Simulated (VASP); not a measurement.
# CsBr (Pm-3m) in VASP: a series of runs

CsBr is run at these levels: r2SCAN; tasks: single point.

All numbers are computed with VASP 6.6.1; they aren't measurements. Logs are shortened: lines on timing, memory, paths and dates and some standing lists are left out, and cuts for length are marked.

## (1) The cell of the first run

The structure is cubic, space group Pm-3m (No. 221). The conventional cell has a = 4.286 Å, b = 4.286 Å, c = 4.286 Å, α = 90.00°, β = 90.00°, γ = 90.00°. Cs (site symmetry m-3m) has 8 Br at 3.71 Å and 6 Cs at 4.29 Å within 4.9 Å. Within 4.9 Å of Br (site symmetry m-3m) lie 8 Cs at 3.71 Å and 6 Br at 4.29 Å.

## (2) Single point, r2SCAN

Contents of POSCAR:

```
CsBr
1.0
    4.2860009861      0.0000000000      0.0000000000
    0.0000000000      4.2860009861      0.0000000000
    0.0000000000      0.0000000000      4.2860009861
Cs Br
1 1
Direct
    0.0000000000      0.0000000000      0.0000000000
    0.5000000000      0.5000000000      0.5000000000
```

Contents of INCAR.step1:

```
ALGO = Normal ; EDIFF = 1E-5
ENCUT = 550 ; GGA = PE
GGA_COMPAT = F ; ISMEAR = 0
LASPH = T ; LCHARG = F
LREAL = F ; LWAVE = T
NBANDS = 15 ; NELM = 120
PREC = Accurate ; SIGMA = 0.05
```

Contents of INCAR.step2:

```
ALGO = Normal ; EDIFF = 1E-6
ENCUT = 550 ; GGA_COMPAT = F
ISIF = 2 ; ISMEAR = 0
ISTART = 1 ; LASPH = T
LCHARG = F ; LMIXTAU = T
LREAL = F ; LWAVE = F
METAGGA = R2SCAN ; NBANDS = 15
NELM = 120 ; PREC = Accurate
SIGMA = 0.05
```

Contents of KPOINTS:

```
k-points
0
Gamma
  8 8 8
```

Potentials or basis: VASP PAW PBE potentials, release 64 (Cs_sv, Br).

Started as:

```bash
cat potpaw_PBE.64/Cs_sv/POTCAR potpaw_PBE.64/Br/POTCAR > POTCAR
cp INCAR.step1 INCAR
mpirun -np 1 vasp_std > vasp.out
cp INCAR.step2 INCAR
mpirun -np 1 vasp_std > vasp.out
```

OUTCAR:

```text
EDIFF = 1E-6
   ENCUT = 550
   ISIF = 2
   ISMEAR = 0
   ISTART = 1
   LASPH = T
   LREAL = F
   METAGGA = R2SCAN
   NELM = 120
   PREC = Accurate

 ion  position               nearest neighbor table
   1  0.000  0.000  0.000-
   2  0.500  0.500  0.500-

  LATTYP: Found a simple cubic cell.
 ALAT       =     4.2860009861

  Lattice vectors:

 A1 = (   4.2860009861,   0.0000000000,   0.0000000000)
 A2 = (   0.0000000000,   4.2860009861,   0.0000000000)
 A3 = (   0.0000000000,   0.0000000000,   4.2860009861)

Analysis of symmetry for initial positions (statically):
=====================================================================
 Subroutine PRICEL returns:
 Original cell was already a primitive cell.

 Routine SETGRP: Setting up the symmetry group for a
 simple cubic supercell.

 Subroutine GETGRP returns: Found 48 space group operations
 (whereof 48 operations were pure point group operations)
 out of a pool of 48 trial point group operations.

The static configuration has the point symmetry O_h .

Analysis of symmetry for dynamics (positions and initial velocities):
=====================================================================
 Subroutine PRICEL returns:
 Original cell was already a primitive cell.

 Routine SETGRP: Setting up the symmetry group for a
 simple cubic supercell.

 Subroutine GETGRP returns: Found 48 space group operations
 (whereof 48 operations were pure point group operations)
 out of a pool of 48 trial point group operations.

The dynamic configuration has the point symmetry O_h .

 Subroutine INISYM returns: Found 48 space group operations
 (whereof 48 operations are pure point group operations),
 and found     1 'primitive' translations

----------------------------------------------------------------------------------------

                                     Primitive cell

  volume of cell :      78.7330

  direct lattice vectors                    reciprocal lattice vectors
     4.286000986  0.000000000  0.000000000     0.233317725  0.000000000  0.000000000
     0.000000000  4.286000986  0.000000000     0.000000000  0.233317725  0.000000000
     0.000000000  0.000000000  4.286000986     0.000000000  0.000000000  0.233317725

  length of vectors
     4.286000986  4.286000986  4.286000986     0.233317725  0.233317725  0.233317725

  position of ions in fractional coordinates (direct lattice)
     0.000000000  0.000000000  0.000000000
     0.500000000  0.500000000  0.500000000

  ion indices of the primitive-cell ions
   primitive index   ion index
                 1           1
                 2           2

----------------------------------------------------------------------------------------

 KPOINTS: k-points

Automatic generation of k-mesh.
 Grid dimensions read from file:
 generate k-points for:    8    8    8

 Generating k-lattice:

  Cartesian coordinates                     Fractional coordinates (reciprocal lattice)
     0.029164716  0.000000000  0.000000000     0.125000000  0.000000000  0.000000000
     0.000000000  0.029164716  0.000000000     0.000000000  0.125000000  0.000000000
     0.000000000  0.000000000  0.029164716     0.000000000  0.000000000  0.125000000

  Length of vectors
     0.029164716  0.029164716  0.029164716

  Shift w.r.t. Gamma in fractional coordinates (k-lattice)
     0.000000000  0.000000000  0.000000000

 Subroutine IBZKPT returns following result:
 ===========================================

 Found     35 irreducible k-points:

 Following reciprocal coordinates:
            Coordinates               Weight
  0.000000  0.000000  0.000000      1.000000
  0.125000  0.000000  0.000000      6.000000
  0.250000  0.000000  0.000000      6.000000
  0.375000  0.000000  0.000000      6.000000
  0.500000  0.000000  0.000000      3.000000
  0.125000  0.125000  0.000000     12.000000
[... 16 lines left out ...]
  0.375000  0.375000  0.125000     24.000000
  0.500000  0.375000  0.125000     24.000000
 [... further k-points ...]
   k-points           NKPTS =     35   k-points in BZ     NKDIM =     35   number of bands    NBANDS=     15
   number of dos      NEDOS =    301   number of ions     NIONS =      2
   total plane-waves  NPLWV =  46656
   dimension x,y,z NGX =    36 NGY =   36 NGZ =   36
   dimension x,y,z NGXF=    72 NGYF=   72 NGZF=   72
   ions per type =               1   1
   NGX,Y,Z   is equivalent  to a cutoff of  13.96, 13.96, 13.96 a.u.
   NGXF,Y,Z  is equivalent  to a cutoff of  27.93, 27.93, 27.93 a.u.
 SYSTEM =  unknown system
   PREC   = accura    normal or accurate (medium, high low for compatibility)
   ISTART =      1    job   : 0-new  1-cont  2-samecut
   ICHARG =      0    charge: 1-file 2-atom 10-const
   ISPIN  =      1    spin polarized calculation?
   LNONCOLLINEAR =      F non collinear calculations
   LSORBIT =      F    spin-orbit coupling
   LASPH  =      T    aspherical Exc in radial PAW
   ENCUT  =  550.0 eV  40.42 Ry    6.36 a.u.   8.20  8.20  8.20*2*pi/ulx,y,z
   NELM   =    120;   NELMIN=  2; NELMDL=  0     # of ELM steps
   EDIFF  = 0.1E-05   stopping-criterion for ELM
   LREAL  =      F    real-space projection
   EDIFFG = 0.1E-04   stopping-criterion for IOM
   NSW    =      0    number of steps for IOM
   IBRION =     -1    ionic relax: 0-MD 1-quasi-New 2-CG
   NFREE  =      0    steps in history (QN), initial steepest desc. (CG)
   ISIF   =      2    stress and relaxation
   ISYM   =      2    0-nonsym 1-usesym 2-fastsym
   POTIM  = 0.5000    time-step for ionic-motion
   TEBEG  =    0.0;   TEEND  =   0.0 temperature during run
   PSTRESS=    0.0 pullay stress
   NELECT =      16.0000    total number of electrons
   NUPDOWN=      -1.0000    fix difference up-down
   EMIN   =  10.00;   EMAX   =-10.00  energy-range for DOS
   EFERMI =   0.00;   METHOD = LEGACY
   ISMEAR =     0;   SIGMA  =   0.05  broadening in eV -4-tet -1-fermi 0-gaus
   EFERMI_NEDOS =   21; number of points for ismear=-14 and -15
   IALGO  =     38    algorithm
   IMIX   =      4    mixing-type and parameters
     AMIX     =   0.40;   BMIX     =  1.00
     AMIX_MAG =   1.60;   BMIX_MAG =  1.00
  volume/ion in A,a.u.               =      39.37       265.66
  Fermi-wavevector in a.u.,A,eV,Ry     =   0.962489  1.818841 12.604241  0.926386
  Thomas-Fermi vector in A             =   2.091953
   LORBIT       =      0    0 simple, 1 ext, 2 COOP (PROOUT), +10 PAW based schemes
   METAGGA = R2SCAN    functional components
   LHFCALC =     F    Hartree Fock is set to
   AEXX    =    0.0000 exact exchange contribution
   IVDW    =     0    specifies the selected vdW correction
   LEPSILON=     F    determine dielectric tensor
   LRPA    =     F    only Hartree local field effects (RPA)
 non-spin polarized calculation
 Gauss-broadening in eV      SIGMA  =   0.05
  energy-cutoff  :      550.00
  volume of cell :       78.73
 maximum number of plane-waves:      2325
 NGX is ok and might be reduce to    36
   NGX = 17   NGY = 17   NGZ = 17

 number of electron      15.9999998 magnetization

 Free energy of the ion-electron system (eV)
  ---------------------------------------------------
  ext. energy  EPLUGINS =         0.00000000
  ---------------------------------------------------
  free energy    TOTEN  =       -42.32197292 eV

  energy without entropy =      -42.32197292  energy(sigma->0) =      -42.32197292

 E-fermi :  -0.4041     XC(G=0):  -8.4617

 val. band max:       -0.6581063671   @ k =   0.0000   0.0000   0.0000
 cond. band min:       4.6291866273   @ k =   0.0000   0.0000   0.0000
 fundamental gap:      5.2872929944
 Fermi energy:        -0.4040568857

 k-point     1 :       0.0000    0.0000    0.0000
  band No.  band energies     occupation
      1     -20.9651      2.00000
      2     -13.4590      2.00000
      3      -7.1818      2.00000
      4      -7.1818      2.00000
      5      -7.1818      2.00000
      6      -0.6581      2.00000
      7      -0.6581      2.00000
      8      -0.6581      2.00000
      9       4.6292      0.00000
     10       4.7417      0.00000
     11       4.7417      0.00000
     12       9.1647      0.00000
     13       9.1647      0.00000
     14       9.1647      0.00000
     15      12.1008      0.00000

 k-point     2 :       0.1250    0.0000    0.0000
  band No.  band energies     occupation
      1     -20.9568      2.00000
      2     -13.4614      2.00000
      3      -7.2432      2.00000
      4      -7.1663      2.00000
      5      -7.1663      2.00000
      6      -0.8976      2.00000
      7      -0.6877      2.00000
      8      -0.6877      2.00000
      9       4.8455      0.00000
     10       5.0095      0.00000
     11       5.1048      0.00000
     12       9.0688      0.00000
     13       9.0688      0.00000
     14       9.2484      0.00000
     15      11.1851      0.00000

 k-point     3 :       0.2500    0.0000    0.0000
  band No.  band energies     occupation
      1     -20.9366      2.00000
      2     -13.4681      2.00000
      3      -7.3821      2.00000
      4      -7.1285      2.00000
      5      -7.1285      2.00000
      6      -1.3907      2.00000
      7      -0.7607      2.00000
      8      -0.7607      2.00000
      9       5.1399      0.00000
     10       5.9204      0.00000
     11       6.0512      0.00000
     12       8.9253      0.00000
     13       8.9253      0.00000
     14       9.4770      0.00000
     15       9.8367      0.00000
[... 343 lines left out ...]
 k-point    23 :       0.3750    0.3750    0.1250
  band No.  band energies     occupation
      1     -20.8671      2.00000
      2     -13.3758      2.00000
      3      -7.6720      2.00000
      4      -7.6089      2.00000
      5      -7.1253      2.00000
      6      -1.4139      2.00000
      7      -1.2573      2.00000
      8      -0.8664      2.00000
      9       5.8401      0.00000
     10       6.1570      0.00000
     11       7.4449      0.00000
     12       7.7218      0.00000
     13       8.9844      0.00000
     14       9.6358      0.00000
     15      11.3889      0.00000

 k-point    24 :       0.5000    0.3750    0.1250
  band No.  band energies     occupation
      1     -20.8598      2.00000
      2     -13.3608      2.00000
      3      -7.7259      2.00000
      4      -7.6615      2.00000
      5      -7.1126      2.00000
      6      -1.3967      2.00000
      7      -1.2966      2.00000
      8      -0.8548      2.00000
      9       5.7318      0.00000
     10       6.0108      0.00000
     11       7.4308      0.00000
     12       7.4959      0.00000
     13       9.4453      0.00000
     14      10.6575      0.00000
     15      11.4142      0.00000

 [... further k-points ...]

------------------------ aborting loop because EDIFF is reached ----------------------------------------

  FORCE on cell =-STRESS in cart. coord.  units (eV):
  Direction    XX          YY          ZZ          XY          YZ          ZX
  --------------------------------------------------------------------------------------
  -------------------------------------------------------------------------------------
  Total        0.2396354      0.2396354      0.2396354      0.0000000      0.0000000     -0.0000000
  in kB        4.8764607      4.8764607      4.8764607      0.0000000      0.0000000     -0.0000000
  external PRESSURE =       4.8764607 kB  Pullay stress =       0.0000000 kB

 VOLUME and BASIS-vectors are now :
 -----------------------------------------------------------------------------
  energy-cutoff  :      550.00
  volume of cell :       78.73
      direct lattice vectors                 reciprocal lattice vectors
     4.286000986  0.000000000  0.000000000     0.233317725  0.000000000  0.000000000
     0.000000000  4.286000986  0.000000000     0.000000000  0.233317725  0.000000000
     0.000000000  0.000000000  4.286000986     0.000000000  0.000000000  0.233317725

 POSITION                                       TOTAL-FORCE (eV/Angst)
 -----------------------------------------------------------------------------------
      0.00000      0.00000      0.00000         0.000000      0.000000      0.000000
      2.14300      2.14300      2.14300         0.000000      0.000000      0.000000
 -----------------------------------------------------------------------------------
    total drift:                                0.000000      0.000000      0.000000

  FREE ENERGIE OF THE ION-ELECTRON SYSTEM (eV)
  ---------------------------------------------------
  free  energy   TOTEN  =       -42.3219729240 eV

  energy  without entropy=      -42.3219729240  energy(sigma->0) =      -42.32197292
```

Run time: 2.1 min. Hardware: 1 thread of AMD EPYC 7R13 (Zen 3), shared host; peak memory 0.21 GiB.

Results:

```yaml
Free_energy: -42.3220 eV
Pressure: 0.5 GPa
Band_gap_on_the_k_mesh: 5.29 eV, direct
```

Caveat: the PAW data sets were made with another functional, which shifts forces and pressure a little; spin-orbit coupling is left out, which moves the levels of the heavy elements. A k mesh can miss the band edges.

## (3) Single point, r2SCAN

POSCAR is that of step 2.

Contents of INCAR.step1:

```
SYSTEM = CsBr
PREC = Accurate
ENCUT = 550
ISMEAR = 0
SIGMA = 0.05
LREAL = .False.
LASPH = .True.
NELM = 120
NBANDS = 15
GGA = PE
ALGO = Normal
EDIFF = 1E-5
LWAVE = .True.
LCHARG = .False.
GGA_COMPAT = .False.
```

Contents of INCAR.step2:

```
SYSTEM = CsBr
PREC = Accurate
ENCUT = 550
EDIFF = 1E-6
ISMEAR = 0
SIGMA = 0.05
LREAL = .False.
LASPH = .True.
NELM = 120
ALGO = Normal
ISIF = 2
LWAVE = .False.
LCHARG = .False.
METAGGA = R2SCAN
LMIXTAU = .True.
NBANDS = 15
ISTART = 1
GGA_COMPAT = .False.
```

Contents of KPOINTS:

```
Automatic mesh
0
Gamma
  8 8 8
  0 0 0
```

Potentials or basis: VASP PAW PBE potentials, release 64 (Cs_sv, Br).

Started as:

```bash
cat potpaw_PBE.64/Cs_sv/POTCAR potpaw_PBE.64/Br/POTCAR > POTCAR
cp INCAR.step1 INCAR
mpirun -np 1 vasp_std > vasp.out
cp INCAR.step2 INCAR
mpirun -np 1 vasp_std > vasp.out
```

Run time: 2.1 min. Hardware: 1 thread of AMD EPYC 7R13 (Zen 3), shared host; peak memory 0.21 GiB.

The run converged. Its results:

```
Free energy            : -42.3220 eV
Pressure               : 0.5 GPa
Band gap on the k mesh : 5.29 eV, direct
```

Levels at points of the mesh, in eV from the valence-band top:
```csv
k point,band 5,band 6,band 7,band 8,band 9,band 10,band 11,band 12
"(0.00, 0.00, 0.00)",-6.52,0.00,0.00,0.00,5.29,5.40,5.40,9.82
"(0.50, 0.00, 0.00)",-6.42,-1.31,-0.21,-0.21,6.44,7.97,8.51,8.94
"(0.50, 0.50, 0.00)",-6.35,-0.58,-0.58,0.00,5.85,6.13,7.87,7.87
"(0.50, 0.50, 0.50)",-6.93,-1.18,-1.18,-1.18,9.00,9.00,9.00,9.90
```

Caveat: the PAW data sets were made with another functional, which shifts forces and pressure a little; spin-orbit coupling is left out, which moves the levels of the heavy elements. r2SCAN opens gaps a little over a GGA but as a rule still falls short of measured ones.
